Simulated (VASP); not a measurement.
Set up this calculation in VASP 6.6.1, as the native input.

```
Task                   : single point
Functional             : LDA
Potentials or basis    : VASP PAW LDA potentials, release 64 (Hf_pv, O)
Cutoff                 : 600 eV
k mesh                 : 8 × 8 × 8
Occupations            : gaussian, width 0.02 eV
Spin                   : no spin polarisation
Dipole correction      : no
Further INCAR settings : ALGO = Normal; EDIFF = 1e-06; NBANDS = 18
```

The structure of HfO2 (l.b) lies in POSCAR:

```
HfO2
1.0
    0.0000000000      2.5008846591      2.5008846591
    2.5008846591      0.0000000000      2.5008846591
    2.5008846591      2.5008846591      0.0000000000
Hf O
1 2
Direct
    0.0000000000      0.0000000000      0.0000000000
    0.2500000000      0.2500000000      0.2500000000
    0.7500000000      0.7500000000      0.7500000000
```

These files were run (other wordings do the same):

INCAR

```
SYSTEM = HfO2
PREC = Accurate ; ENCUT = 600
EDIFF = 1E-6 ; ISMEAR = 0
SIGMA = 0.02 ; LREAL = .False.
LASPH = .True. ; NELM = 120
ALGO = Normal ; ISIF = 2
LWAVE = .False. ; LCHARG = .False.
NBANDS = 18 ; GGA_COMPAT = .False.
```

KPOINTS

```
Automatic mesh
0
Gamma
  8 8 8
  0 0 0
```

Potentials or basis: VASP PAW LDA potentials, release 64 (Hf_pv, O).

Launch:

```console
$ cat potpaw_LDA.64/Hf_pv/POTCAR potpaw_LDA.64/O/POTCAR > POTCAR
$ mpirun -np 1 vasp_std > vasp.out
```

It gave:

```json
{
 "Pressure": "-3.6 GPa",
 "Band gap on the k mesh": "3.70 eV, direct"
}
```

Caveat: spin-orbit coupling is left out, which moves the levels of the heavy elements.

Wall time 28 s on 1 thread of Intel Xeon 8259CL, with other jobs on the host, peak memory 0.15 GiB.
